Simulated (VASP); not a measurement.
# HfC (F-43m) in VASP: a series of runs, part 2 of 2

VASP 6.6.1. Earlier steps stand in the parts before.

## 3. Single point, PBE (volume scaled by 1.070)

Contents of INCAR:

```
SYSTEM = HfC
  ALGO = Normal
  EDIFF = 1E-7
  ENCUT = 520
  GGA = PE
  ISIF = 2
  ISMEAR = 0
  LASPH = .TRUE.
  LCHARG = .TRUE.
  LELF = .TRUE.
  LREAL = .FALSE.
  LVHAR = .TRUE.
  LWAVE = .FALSE.
  NBANDS = 14
  NELM = 100
  PREC = Accurate
  SIGMA = 0.05
```

Contents of KPOINTS:

```
k-points
0
G
  12 12 12
  0 0 0
```

Contents of POSCAR:

```
HfC
1.0
    0.0000000000      2.5796342800      2.5796342800
    2.5796342800      0.0000000000      2.5796342800
    2.5796342800      2.5796342800      0.0000000000
Hf C
1 1
Direct
    0.0000000000      0.0000000000      0.0000000000
    0.2500000000      0.2500000000      0.2500000000
```

Potentials or basis: VASP PAW PBE potentials, release 64 (Hf_pv, C).

Command:

```console
$ cat potpaw_PBE.64/Hf_pv/POTCAR potpaw_PBE.64/C/POTCAR > POTCAR
$ mpirun -np 1 vasp_std > vasp.out
```

OUTCAR:

```text
SYSTEM = HfC
   EDIFF = 1E-7
   ENCUT = 520
   GGA = PE
   ISIF = 2
   ISMEAR = 0
   LASPH = .TRUE.
   LREAL = .FALSE.
   NELM = 100
   PREC = Accurate

 ion  position               nearest neighbor table
   1  0.000  0.000  0.000-   2 2.23   2 2.23   2 2.23   2 2.23
   2  0.250  0.250  0.250-   1 2.23   1 2.23   1 2.23   1 2.23

  LATTYP: Found a face centered cubic cell.
 ALAT       =     5.1592685600

  Lattice vectors:

 A1 = (   0.0000000000,   2.5796342800,   2.5796342800)
 A2 = (   2.5796342800,   0.0000000000,   2.5796342800)
 A3 = (   2.5796342800,   2.5796342800,   0.0000000000)

Analysis of symmetry for initial positions (statically):
=====================================================================
 Subroutine PRICEL returns:
 Original cell was already a primitive cell.

 Routine SETGRP: Setting up the symmetry group for a
 face centered cubic supercell.

 Subroutine GETGRP returns: Found 24 space group operations
 (whereof 24 operations were pure point group operations)
 out of a pool of 48 trial point group operations.

The static configuration has the point symmetry T_d .

Analysis of symmetry for dynamics (positions and initial velocities):
[... 176 lines left out ...]
      9       6.6294      0.00000
     10       6.6294      0.00000
     11      11.8785      0.00000
     12      11.8785      0.00000
     13      11.8785      0.00000
     14      16.8748      0.00000
[... 377 lines left out ...]
      1     -26.9204      2.00000
      2     -26.7802      2.00000
      3     -26.7466      2.00000
      4      -5.4433      2.00000
      5       0.5178      2.00000
      6       1.3663      2.00000
      7       1.9977      2.00000
      8       5.7900      0.00000
      9       6.7933      0.00000
     10       7.4589      0.00000
     11      10.2077      0.00000
     12      10.3955      0.00000
     13      10.9366      0.00000
     14      14.6205      0.00000

 [... further k-points ...]

------------------------ aborting loop because EDIFF is reached ----------------------------------------

  FORCE on cell =-STRESS in cart. coord.  units (eV):
  Direction    XX          YY          ZZ          XY          YZ          ZX
  --------------------------------------------------------------------------------------
  -------------------------------------------------------------------------------------
  Total       -2.0917880     -2.0917880     -2.0917880      0.0000000      0.0000000      0.0000000
  in kB      -97.6166376    -97.6166376    -97.6166376      0.0000000      0.0000000      0.0000000
  external PRESSURE =     -97.6166376 kB  Pullay stress =       0.0000000 kB

 VOLUME and BASIS-vectors are now :
 -----------------------------------------------------------------------------
  energy-cutoff  :      520.00
  volume of cell :       34.33
      direct lattice vectors                 reciprocal lattice vectors
     0.000000000  2.579634280  2.579634280    -0.193825925  0.193825925  0.193825925
     2.579634280  0.000000000  2.579634280     0.193825925 -0.193825925  0.193825925
     2.579634280  2.579634280  0.000000000     0.193825925  0.193825925 -0.193825925

 POSITION                                       TOTAL-FORCE (eV/Angst)
 -----------------------------------------------------------------------------------
      0.00000      0.00000      0.00000        -0.000000     -0.000000     -0.000000
      1.28982      1.28982      1.28982         0.000000      0.000000      0.000000
 -----------------------------------------------------------------------------------
    total drift:                                0.000000      0.000000      0.000000

  FREE ENERGIE OF THE ION-ELECTRON SYSTEM (eV)
  ---------------------------------------------------
  free  energy   TOTEN  =       -19.6824181715 eV

  energy  without entropy=      -19.6824181715  energy(sigma->0) =      -19.68241817
```

stdout:

```text
POSCAR found type information on POSCAR HfC
 POSCAR found :  2 types and       2 ions
 scaLAPACK will be used
 LDA part: xc-table for (Slater+PW92), standard interpolation
 POSCAR, INCAR and KPOINTS ok, starting setup
 FFT: planning ... GRIDC
 FFT: planning ... GRID_SOFT
 FFT: planning ... GRID
 WAVECAR not read
 entering main loop
```

Wall time 25 s (1 thread of Intel Xeon 6975P-C, shared host); peak memory 0.18 GiB.

What came out:

```
Free energy            : -19.6824 eV
Pressure               : -9.8 GPa
Band gap on the k mesh : 0.40 eV, direct
```

Caveat: spin-orbit coupling is left out, which moves the levels of the heavy elements. A k mesh can miss the band edges.

## 4. Single point, PBE (volume scaled by 1.100)

Contents of INCAR:

```
SYSTEM = HfC
PREC = Accurate
ENCUT = 520
EDIFF = 1E-6
ISMEAR = 0
SIGMA = 0.05
LREAL = .FALSE.
LASPH = .TRUE.
NELM = 100
ALGO = Normal
ISIF = 2
LWAVE = .FALSE.
LCHARG = .TRUE.
GGA = PE
LELF = .TRUE.
LVHAR = .TRUE.
NBANDS = 14
```

Contents of KPOINTS:

```
regular mesh
0
G
  12 12 12
  0 0 0
```

Contents of POSCAR:

```
HfC
1.0
    0.0000000000      2.6035211416      2.6035211416
    2.6035211416      0.0000000000      2.6035211416
    2.6035211416      2.6035211416      0.0000000000
Hf C
1 1
Direct
    0.0000000000      0.0000000000      0.0000000000
    0.2500000000      0.2500000000      0.2500000000
```

Command:

```console
$ cat potpaw_PBE.64/Hf_pv/POTCAR potpaw_PBE.64/C/POTCAR > POTCAR
$ mpirun -np 1 vasp_std > vasp.out
```

Wall time 26 s (1 thread of Intel Xeon 6975P-C, shared host); peak memory 0.18 GiB.

It converged, with:

```
Free energy            : -19.6142 eV
Pressure               : -12.9 GPa
Band gap on the k mesh : 0.44 eV, direct
```

Levels at points of the mesh, in eV from the valence-band top:
```tsv
k point	band 5	band 6	band 7	band 8	band 9	band 10
(0.00, 0.00, 0.00)	-1.92	-1.92	-1.92	2.92	3.40	3.40
(0.50, 0.00, 0.00)	-2.79	-1.38	-1.38	3.64	4.04	4.04
(0.50, 0.50, 0.00)	-3.66	-0.04	-0.04	0.57	4.00	4.81
```

Caveat: spin-orbit coupling is left out, which moves the levels of the heavy elements. A k mesh can miss the band edges.

## 5. The runs side by side

```tsv
cell	gap on the mesh (eV)	pressure (GPa)
a = 3.614 Å, angles 60.0°, 2 atoms	0.35	-6.1
a = 3.648 Å, angles 60.0°, 2 atoms	0.40	-9.8
a = 3.682 Å, angles 60.0°, 2 atoms	0.44	-12.9
```

Alike in all rows: task single point; level PBE; potentials or basis VASP PAW PBE potentials, release 64 (Hf_pv, C); no spin polarisation; k mesh 12 × 12 × 12; cutoff (eV) 520; smearing gaussian 0.05 eV.

Caveats: spin-orbit coupling is left out, which moves the levels of the heavy elements.

Absolute energies hang on the potentials; compare differences alone.
